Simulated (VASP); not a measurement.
Wanted: the native input for a VASP 6.6.1 run.

* Task: single point
* Functional: PBEsol
* Potentials or basis: VASP PAW PBE potentials, release 64 (Mo_sv)
* Cutoff: 520 eV
* k mesh: 24 × 24 × 24
* Occupations: gaussian, width 0.15 eV
* Spin: no spin polarisation
* Dipole correction: no
* Further INCAR settings: ALGO = Fast; EDIFF = 1e-06; NBANDS = 13

The structure of Mo lies in POSCAR:

```
Mo
1.0
    2.7423354246      0.0000000000      0.0000000000
   -1.3711677123      2.3749321434      0.0000000000
    0.0000000000      0.0000000000      2.5543728523
Mo
1
Direct
    0.0000000000      0.0000000000      0.5000000000
```

This cell differs from its parent crystal: strain +0.000 along x and y, +0.025 along z.

These files were run (other wordings do the same):

INCAR

```
SYSTEM = Mo
PREC = Accurate
ENCUT = 520
EDIFF = 1E-6
ISMEAR = 0
SIGMA = 0.15
LREAL = .FALSE.
LASPH = .TRUE.
NELM = 80
ALGO = Fast
ISIF = 2
LWAVE = .FALSE.
LCHARG = .FALSE.
GGA = PS
NBANDS = 13
```

KPOINTS

```
Automatic mesh
0
G
  24 24 24
  0 0 0
```

Potentials or basis: VASP PAW PBE potentials, release 64 (Mo_sv).

Launch:

```sh
$ cat potpaw_PBE.64/Mo_sv/POTCAR > POTCAR
$ mpirun -np 1 vasp_std > vasp.out
```

Results of the run:

* Pressure: -4.6 GPa
* Band gap on the k mesh: zero (band 7 reaches 12.37 eV, above the bottom of band 8 at 10.46 eV)

Caveat: the cell differs from its parent crystal (strain +0.000 along x and y, +0.025 along z); the PAW data sets were made with another functional, which shifts forces and pressure a little.

Wall time 71 s on 1 thread of Intel(R) Xeon(R) Platinum 8375C CPU @ 2.90GHz (Ice Lake), on a shared host, peak memory 0.26 GiB.
